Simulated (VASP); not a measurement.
# La (P6_3/mmc) in VASP: a series of runs

The runs below take La through relaxation of cell and atoms, single point, with PBE.

All numbers are computed with VASP 6.6.1; they aren't measurements. Logs are shortened: lines on timing, memory, paths and dates and some standing lists are left out, and cuts for length are marked.

## Step 1: The cell of the first run

Symmetry: P6_3/mmc, No. 194, hexagonal system. Conventional cell: a = 3.761 Å, b = 3.761 Å, c = 6.093 Å, α = 90.00°, β = 90.00°, γ = 120.00°. Within 4.9 Å of La (site symmetry -6m2) lie 12 La at 3.74 to 3.76 Å.

## Step 2: Relaxation of cell and atoms, PBE

The input, INCAR:

```
PREC = Accurate
ENCUT = 600
EDIFF = 1E-6
ISMEAR = -1
SIGMA = 0.08
LREAL = False
LASPH = True
NELM = 60
ALGO = Normal
ISIF = 3
LWAVE = False
LCHARG = False
GGA = PE
IBRION = 2
NSW = 60
EDIFFG = -0.005
```

The input, KPOINTS:

```
regular mesh
0
Gamma
  13 13 7
```

The input, POSCAR:

```
La
1.0
    3.7612476874      0.0000000000      0.0000000000
   -1.8806238437      3.2573360472      0.0000000000
    0.0000000000      0.0000000000      6.0932212535
La
2
Direct
    0.3333333333      0.6666666667      0.2500000000
    0.6666666667      0.3333333333      0.7500000000
```

Potentials or basis: VASP PAW PBE potentials, release 64 (La).

Run with:

```console
cat potpaw_PBE.64/La/POTCAR > POTCAR
mpirun -np 1 vasp_std > vasp.out
```

OUTCAR:

```text
PREC = Accurate
   ENCUT = 600
   EDIFF = 1E-6
   ISMEAR = -1
   LREAL = False
   LASPH = True
   NELM = 60
   ISIF = 3
   GGA = PE
   IBRION = 2
   NSW = 60
   EDIFFG = -0.005

 ion  position               nearest neighbor table
   1  0.333  0.667  0.250-
   2  0.667  0.333  0.750-

  LATTYP: Found a hexagonal cell.
 ALAT       =     3.7612476874
 C/A-ratio  =     1.6200000000

  Lattice vectors:

 A1 = (   3.7612476874,   0.0000000000,   0.0000000000)
 A2 = (  -1.8806238437,   3.2573360472,   0.0000000000)
 A3 = (   0.0000000000,   0.0000000000,   6.0932212535)

Analysis of symmetry for initial positions (statically):
=====================================================================
 Subroutine PRICEL returns:
 Original cell was already a primitive cell.

 Routine SETGRP: Setting up the symmetry group for a
 hexagonal supercell.

 Subroutine GETGRP returns: Found 24 space group operations
 (whereof 12 operations were pure point group operations)
 out of a pool of 24 trial point group operations.

The static configuration has the point symmetry D_3d.
 The point group associated with its full space group is D_6h.

Analysis of symmetry for dynamics (positions and initial velocities):
=====================================================================
 Subroutine PRICEL returns:
 Original cell was already a primitive cell.

 Routine SETGRP: Setting up the symmetry group for a
 hexagonal supercell.

 Subroutine GETGRP returns: Found 24 space group operations
 (whereof 12 operations were pure point group operations)
 out of a pool of 24 trial point group operations.

The dynamic configuration has the point symmetry D_3d.
 The point group associated with its full space group is D_6h.

 Subroutine INISYM returns: Found 24 space group operations
 (whereof 12 operations are pure point group operations),
 and found     1 'primitive' translations

----------------------------------------------------------------------------------------

                                     Primitive cell

  volume of cell :      74.6520

  direct lattice vectors                    reciprocal lattice vectors
     3.761247687  0.000000000  0.000000000     0.265869223  0.153499667  0.000000000
    -1.880623844  3.257336047  0.000000000     0.000000000  0.306999335  0.000000000
     0.000000000  0.000000000  6.093221254     0.000000000  0.000000000  0.164116804

  length of vectors
     3.761247687  3.761247687  6.093221254     0.306999335  0.306999335  0.164116804

  position of ions in fractional coordinates (direct lattice)
     0.333333333  0.666666667  0.250000000
     0.666666667  0.333333333  0.750000000

  ion indices of the primitive-cell ions
   primitive index   ion index
                 1           1
                 2           2

----------------------------------------------------------------------------------------

 KPOINTS: regular mesh

Automatic generation of k-mesh.
 Grid dimensions read from file:
 generate k-points for:   13   13    7

 Generating k-lattice:

  Cartesian coordinates                     Fractional coordinates (reciprocal lattice)
     0.020451479  0.011807667  0.000000000     0.076923077  0.000000000  0.000000000
     0.000000000  0.023615333  0.000000000     0.000000000  0.076923077  0.000000000
     0.000000000  0.000000000  0.023445258     0.000000000  0.000000000  0.142857143

  Length of vectors
     0.023615333  0.023615333  0.023445258

  Shift w.r.t. Gamma in fractional coordinates (k-lattice)
     0.000000000  0.000000000  0.000000000

 Subroutine IBZKPT returns following result:
 ===========================================

 Found     84 irreducible k-points:

 Following reciprocal coordinates:
            Coordinates               Weight
  0.000000  0.000000  0.000000      1.000000
  0.076923  0.000000  0.000000      6.000000
  0.153846  0.000000  0.000000      6.000000
  0.230769  0.000000  0.000000      6.000000
  0.307692  0.000000  0.000000      6.000000
  0.384615  0.000000  0.000000      6.000000
[... 16 lines left out ...]
  0.076923  0.000000  0.142857     12.000000
  0.153846  0.000000  0.142857     12.000000
 [... further k-points ...]
   k-points           NKPTS =     84   k-points in BZ     NKDIM =     84   number of bands    NBANDS=     15
   number of dos      NEDOS =    301   number of ions     NIONS =      2
   total plane-waves  NPLWV =  45000
   dimension x,y,z NGX =    30 NGY =   30 NGZ =   50
   dimension x,y,z NGXF=    60 NGYF=   60 NGZF=  100
   ions per type =               2
   NGX,Y,Z   is equivalent  to a cutoff of  13.26, 13.26, 13.64 a.u.
   NGXF,Y,Z  is equivalent  to a cutoff of  26.52, 26.52, 27.28 a.u.
 SYSTEM =  unknown system
   PREC   = accura    normal or accurate (medium, high low for compatibility)
   ISTART =      0    job   : 0-new  1-cont  2-samecut
   ICHARG =      2    charge: 1-file 2-atom 10-const
   ISPIN  =      1    spin polarized calculation?
   LNONCOLLINEAR =      F non collinear calculations
   LSORBIT =      F    spin-orbit coupling
   LASPH  =      T    aspherical Exc in radial PAW
   ENCUT  =  600.0 eV  44.10 Ry    6.64 a.u.   7.51  7.51 12.17*2*pi/ulx,y,z
   NELM   =     60;   NELMIN=  2; NELMDL= -5     # of ELM steps
   EDIFF  = 0.1E-05   stopping-criterion for ELM
   LREAL  =      F    real-space projection
   EDIFFG = -.5E-02   stopping-criterion for IOM
   NSW    =     60    number of steps for IOM
   IBRION =      2    ionic relax: 0-MD 1-quasi-New 2-CG
   NFREE  =      1    steps in history (QN), initial steepest desc. (CG)
   ISIF   =      3    stress and relaxation
   ISYM   =      2    0-nonsym 1-usesym 2-fastsym
   POTIM  = 0.5000    time-step for ionic-motion
   TEBEG  =    0.0;   TEEND  =   0.0 temperature during run
   PSTRESS=    0.0 pullay stress
   NELECT =      22.0000    total number of electrons
   NUPDOWN=      -1.0000    fix difference up-down
   EMIN   =  10.00;   EMAX   =-10.00  energy-range for DOS
   EFERMI =   0.00;   METHOD = LEGACY
   ISMEAR =    -1;   SIGMA  =   0.08  broadening in eV -4-tet -1-fermi 0-gaus
   EFERMI_NEDOS =   21; number of points for ismear=-14 and -15
   IALGO  =     38    algorithm
   IMIX   =      4    mixing-type and parameters
     AMIX     =   0.40;   BMIX     =  1.00
     AMIX_MAG =   1.60;   BMIX_MAG =  1.00
  volume/ion in A,a.u.               =      37.33       251.89
  Fermi-wavevector in a.u.,A,eV,Ry     =   1.089436  2.058736 16.148371  1.186872
  Thomas-Fermi vector in A             =   2.225640
   LORBIT       =      0    0 simple, 1 ext, 2 COOP (PROOUT), +10 PAW based schemes
   GGA     = PE    functional components
   LHFCALC =     F    Hartree Fock is set to
   AEXX    =    0.0000 exact exchange contribution
   IVDW    =     0    specifies the selected vdW correction
   LEPSILON=     F    determine dielectric tensor
   LRPA    =     F    only Hartree local field effects (RPA)
 conjugate gradient relaxation of ions
 non-spin polarized calculation
  energy-cutoff  :      600.00
  volume of cell :       74.65
 maximum number of plane-waves:      2539
 NGX is ok and might be reduce to    30
   NGX = 15   NGY = 15   NGZ = 25

--------------------------------------- Ionic step        1  -------------------------------------------

 number of electron      21.9999998 magnetization

 Free energy of the ion-electron system (eV)
  ---------------------------------------------------
  ext. energy  EPLUGINS =         0.00000000
  ---------------------------------------------------
  free energy    TOTEN  =        -9.75803885 eV

  energy without entropy =       -9.68028270  energy(sigma->0) =       -9.71916078

------------------------ aborting loop because EDIFF is reached ----------------------------------------

  FORCE on cell =-STRESS in cart. coord.  units (eV):
  Direction    XX          YY          ZZ          XY          YZ          ZX
  --------------------------------------------------------------------------------------
  -------------------------------------------------------------------------------------
  Total        0.1565801      0.1565801      0.1227883      0.0000000     -0.0000000      0.0000000
  in kB        3.3605136      3.3605136      2.6352764      0.0000000     -0.0000000      0.0000000
  external PRESSURE =       3.1187679 kB  Pullay stress =       0.0000000 kB

 VOLUME and BASIS-vectors are now :
 -----------------------------------------------------------------------------
  energy-cutoff  :      600.00
  volume of cell :       74.65
      direct lattice vectors                 reciprocal lattice vectors
     3.761247687  0.000000000  0.000000000     0.265869223  0.153499667  0.000000000
    -1.880623844  3.257336047  0.000000000     0.000000000  0.306999335  0.000000000
     0.000000000  0.000000000  6.093221254     0.000000000  0.000000000  0.164116804
[... 109 lines left out ...]
 POSITION                                       TOTAL-FORCE (eV/Angst)
 -----------------------------------------------------------------------------------
     -0.00000      2.18075      1.52836        -0.000000      0.000000      0.000000
      1.88858      1.09037      4.58508         0.000000     -0.000000      0.000000
 -----------------------------------------------------------------------------------
    total drift:                               -0.000000      0.000000     -0.000000

  FREE ENERGIE OF THE ION-ELECTRON SYSTEM (eV)
  ---------------------------------------------------
  free  energy   TOTEN  =        -9.7589126635 eV

  energy  without entropy=       -9.6801554317  energy(sigma->0) =       -9.71953405

--------------------------------------- Ionic step        5  -------------------------------------------

 number of electron      21.9999999 magnetization

 Free energy of the ion-electron system (eV)
  ---------------------------------------------------
  ext. energy  EPLUGINS =         0.00000000
  ---------------------------------------------------
  free energy    TOTEN  =        -9.75893386 eV

  energy without entropy =       -9.68015039  energy(sigma->0) =       -9.71954213

 E-fermi :   7.6917     XC(G=0):  -9.4929

 val. band max:        7.6825779255   @ k =   0.1538   0.1538   0.0000
 cond. band min:       7.6939365220   @ k =   0.3846   0.2308   0.4286
 fundamental gap:      0.0113585964
 Fermi energy:         7.6916754227

 k-point     1 :       0.0000    0.0000    0.0000
  band No.  band energies     occupation
      1     -25.1835      2.00000
      2     -24.9936      2.00000
      3      -9.5304      2.00000
      4      -8.3985      2.00000
      5      -8.3985      2.00000
      6      -8.2218      2.00000
      7      -8.2218      2.00000
      8      -8.1905      2.00000
      9       4.5167      2.00000
     10       5.9710      2.00000
     11       8.7977      0.00000
     12       9.0152      0.00000
     13       9.0152      0.00000
     14       9.2266      0.00000
     15       9.3072      0.00000
[... 397 lines left out ...]
 k-point    24 :       0.1538    0.0000    0.1429
  band No.  band energies     occupation
      1     -25.1411      2.00000
      2     -24.9868      2.00000
      3      -9.3907      2.00000
      4      -8.6124      2.00000
      5      -8.4954      2.00000
      6      -8.4584      2.00000
      7      -8.2635      2.00000
      8      -8.2595      2.00000
      9       5.2195      2.00000
     10       6.5070      2.00000
     11       8.0898      0.01370
     12       8.3099      0.00088
     13       8.6884      0.00001
     14       9.1045      0.00000
     15       9.1903      0.00000

 [... further k-points ...]
[... 5 lines left out ...]
  --------------------------------------------------------------------------------------
  -------------------------------------------------------------------------------------
  Total        0.0049508      0.0049508     -0.0097034      0.0000000     -0.0000000      0.0000000
  in kB        0.1050084      0.1050084     -0.2058140      0.0000000     -0.0000000      0.0000000
  external PRESSURE =       0.0014009 kB  Pullay stress =       0.0000000 kB

 VOLUME and BASIS-vectors are now :
 -----------------------------------------------------------------------------
  energy-cutoff  :      600.00
  volume of cell :       75.54
      direct lattice vectors                 reciprocal lattice vectors
     3.778405873  0.000000000  0.000000000     0.264661880  0.152802607 -0.000000000
    -1.889202937  3.272195472  0.000000000     0.000000000  0.305605215  0.000000000
     0.000000000 -0.000000000  6.109581133     0.000000000 -0.000000000  0.163677342

 POSITION                                       TOTAL-FORCE (eV/Angst)
 -----------------------------------------------------------------------------------
     -0.00000      2.18146      1.52740        -0.000000     -0.000000     -0.000000
      1.88920      1.09073      4.58219         0.000000      0.000000      0.000000
 -----------------------------------------------------------------------------------
    total drift:                               -0.000000      0.000000     -0.000000

  FREE ENERGIE OF THE ION-ELECTRON SYSTEM (eV)
  ---------------------------------------------------
  free  energy   TOTEN  =        -9.7589338593 eV

  energy  without entropy=       -9.6801503940  energy(sigma->0) =       -9.71954213

 reached required accuracy - stopping structural energy minimisation
```

It took 5.4 min on 1 thread of Intel Xeon Platinum 8259CL at 2.50GHz (Skylake/Cascade Lake), shared host; peak memory 0.3 GiB.

Results:

```
Free energy                            : -9.7589 eV
Relaxed volume                         : 37.77 Å³/atom
Relaxed cell                           : a = 3.778 Å, b = 3.778 Å, c = 6.110 Å, α = 90.00°, β = 90.00°, γ = 120.00°
Space group after relaxing (to 0.05 Å) : P6_3/mmc (No. 194)
Energy gained by relaxing              : 0.4 meV/atom
Ionic steps                            : 5
Pressure after relaxing                : 0.0 GPa
Band gap on the k mesh                 : zero (band 11 reaches 8.80 eV, above the bottom of band 12 at 7.49 eV)
```

Step by step:
```
step  energy change (eV)  largest force (eV/Å)  pressure (GPa)  volume (Å³)
   1              0.0000                0.0000            0.31        74.65
   2             -0.0009                0.0000            0.03        75.44
   3             -0.0009                0.0000           -0.01        75.55
   4             -0.0009                0.0000            0.00        75.53
   5             -0.0009                0.0000            0.00        75.54
```

Final structure:
```
CELL_PARAMETERS angstrom
3.77841 0.00000 0.00000
-1.88920 3.27220 0.00000
0.00000 0.00000 6.10958
ATOMIC_POSITIONS crystal
La 0.33333 0.66667 0.25000
La 0.66667 0.33333 0.75000
```

Levels at points of the mesh, in eV from the Fermi level:
```
           k point  band 9  band 10  band 11  band 12  band 13  band 14
(0.00, 0.00, 0.00)   -3.17    -1.72     1.11     1.32     1.32     1.53
```

Caveat: spin-orbit coupling is left out, which moves the levels of the heavy elements.

(Part 1 of 2 ends here.)
